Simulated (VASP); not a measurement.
A run of VASP 6.6.1 is set up as follows.

File INCAR:

```
SYSTEM = TaN
ALGO     = Normal         ! electronic algorithm
EDIFF    = 1E-6           ! SCF threshold, eV
ENCUT    = 520            ! plane-wave cutoff, eV
GGA      = PS             ! functional
ISIF     = 2              ! what is computed and relaxed
ISMEAR   = 0              ! smearing method
LASPH    = .TRUE.         ! aspherical terms in the spheres
LCHARG   = .TRUE.         ! write CHGCAR
LELF     = .TRUE.         ! ELF
LREAL    = .FALSE.        ! projectors in reciprocal space
LVHAR    = .TRUE.       
LWAVE    = .FALSE.        ! write WAVECAR
NBANDS   = 15             ! bands
NELM     = 80             ! most SCF steps
PREC     = Accurate       ! precision mode
SIGMA    = 0.15           ! smearing width, eV
```

Contents of KPOINTS:

```
k-points
0
G
  24 24 24
  0 0 0
```

POSCAR

```
TaN
1.0
    0.0000000000      1.9417121761      2.1878447055
    2.1878447055      0.0000000000      2.1878447055
    2.1878447055      1.9417121761      0.0000000000
Ta N
1 1
Direct
    0.5000000000      0.5000000000      0.5000000000
    0.0000000000      0.0000000000      0.0000000000
```

Potentials or basis: VASP PAW PBE potentials, release 64 (Ta_pv, N).

The run is started by

```sh
$ cat potpaw_PBE.64/Ta_pv/POTCAR potpaw_PBE.64/N/POTCAR > POTCAR
$ mpirun -np 1 vasp_std > vasp.out
```

Estimate the pressure.

75.3 GPa.

What does it give for the band gap on the k mesh?

Zero (bands 8 and 9 overlap by 4.90 eV).

Stress tensor (GPa, compression positive):
```
 24.86   0.00   0.00
  0.00 176.32   0.00
  0.00   0.00  24.86
```

Caveat: the cell differs from its parent crystal (strain -0.1125 x Voigt [0, 1, 0, 0, 0, 0]); the cell stands under pressure; the PAW data sets were made with another functional, which shifts forces and pressure a little; spin-orbit coupling is left out, which moves the levels of the heavy elements.
